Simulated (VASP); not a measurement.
Wanted: the native input for a VASP 6.6.1 run.

- Task: single point
- Functional: PBE
- Potentials or basis: VASP PAW PBE potentials, release 64 (Na_pv, H)
- Cutoff: 520 eV
- k mesh: 2 × 2 × 2
- Occupations: gaussian, width 0.15 eV
- Spin: no spin polarisation
- Dipole correction: no
- Further INCAR settings: LREAL = Auto; ALGO = Normal; EDIFF = 1e-06; NBANDS = 70

The structure of Na16H (a cell with a defect) lies in POSCAR:

```
Na16H
1.0
    8.4600000000      0.0000000000      0.0000000000
    0.0000000000      8.4600000000      0.0000000000
    0.0000000000      0.0000000000      8.4600000000
Na H
16 1
Direct
   -0.0044052009      0.0045718676     -0.0002821513
    0.5084763593     -0.0097591017     -0.0002810875
    0.0102254137      0.4916243499     -0.0002659574
   -0.0163439716      0.0162072104      0.4997315603
    0.2615001182      0.2438517730      0.2488950355
    0.4940556738      0.5057388889     -0.0002645390
    0.5296907801      0.0133582742      0.4997304965
    0.7453362884      0.2549238771      0.2399513002
   -0.0132232861      0.4707315603      0.4997159574
    0.2439865248      0.7563139480      0.2514700946
    0.2615014184      0.2438696217      0.7505543735
    0.4964683215      0.5036582742      0.4997130024
    0.7560735225      0.7385347518      0.2485565012
    0.7453354610      0.2549404255      0.7594976359
    0.2439880615      0.7562976359      0.7479799054
    0.7560713948      0.7385193853      0.7508925532
    0.7916443262      0.2086106383      0.4997260047
```

These files were run (other wordings do the same):

INCAR

```
ALGO = Normal
EDIFF = 1E-6
ENCUT = 520
GGA = PE
ISIF = 2
ISMEAR = 0
LASPH = True
LCHARG = False
LREAL = Auto
LWAVE = False
NBANDS = 70
NELM = 100
PREC = Accurate
SIGMA = 0.15
```

KPOINTS

```
k-points
0
Gamma
  2 2 2
```

Potentials or basis: VASP PAW PBE potentials, release 64 (Na_pv, H).

Run with:

```sh
$ cat potpaw_PBE.64/Na_pv/POTCAR potpaw_PBE.64/H/POTCAR > POTCAR
$ mpirun -np 1 vasp_std > vasp.out
```

It gave:

```
Pressure               : -0.2 GPa
Largest force          : 0.026 eV/Å
Band gap on the k mesh : zero (an odd number of electrons rules out a gap without spin polarisation)
```

Caveat: the k points lie up to 0.37 Å⁻¹ apart, too coarse for converged energies and pressures of a metal.

Run time: 10 min on 1 thread of AMD EPYC 7R13 (shared host), peak memory 0.64 GiB.
